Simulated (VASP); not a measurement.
Here is a VASP 6.6.1 calculation.

File INCAR:

```
SYSTEM = NiO
PREC = Accurate ; ENCUT = 520
EDIFF = 1E-6 ; ISMEAR = 0
SIGMA = 0.02 ; LREAL = .FALSE.
LASPH = .TRUE. ; NELM = 150
ALGO = Normal ; ISIF = 2
LWAVE = .FALSE. ; LCHARG = .FALSE.
ISPIN = 2 ; MAGMOM = 1.91 0.21
LORBIT = 11 ; LMAXMIX = 4
LDAU = .TRUE. ; LDAUTYPE = 2
LDAUL = 2 -1 ; LDAUU = 6.2 0
LDAUJ = 0 0 ; LDAUPRINT = 1
GGA = PE ; NBANDS = 19
```

Contents of KPOINTS:

```
Automatic mesh
0
G
  12 12 12
  0 0 0
```

File POSCAR:

```
NiO
1.0
    0.0000000000      2.0677029580      2.0677029580
    2.0677029580      0.0000000000      2.0677029580
    2.0677029580      2.0677029580      0.0000000000
Ni O
1 1
Direct
    0.0000000000      0.0000000000      0.0000000000
    0.5000000000      0.5000000000      0.5000000000
```

Potentials or basis: VASP PAW PBE potentials, release 64 (Ni, O).

Command:

```sh
$ cat potpaw_PBE.64/Ni/POTCAR potpaw_PBE.64/O/POTCAR > POTCAR
$ mpirun -np 1 vasp_std > vasp.out
```

Question: Estimate the net moment.

Answer: 2.00 μB per cell.

Question: Estimate the pressure.

Answer: 8.9 GPa.

Question: Estimate the band gap on the k mesh.

Answer: 2.46 eV, indirect (least direct gap 3.20 eV).

Question: Estimate the site moments.

Answer: Ni +1.82; O +0.17 μB.

Eigenvalues of the final occupation matrices:
```
    site  spin  trace               eigenvalues
site 1 d     1   5.04  0.98 0.98 0.98 1.04 1.04
site 1 d     2   3.24  0.15 0.15 0.98 0.98 0.98
```

Caveat: a cell with one magnetic atom can't hold antiferromagnetic order, which such compounds often take. The state reached can hang on the start; a lower one may exist.
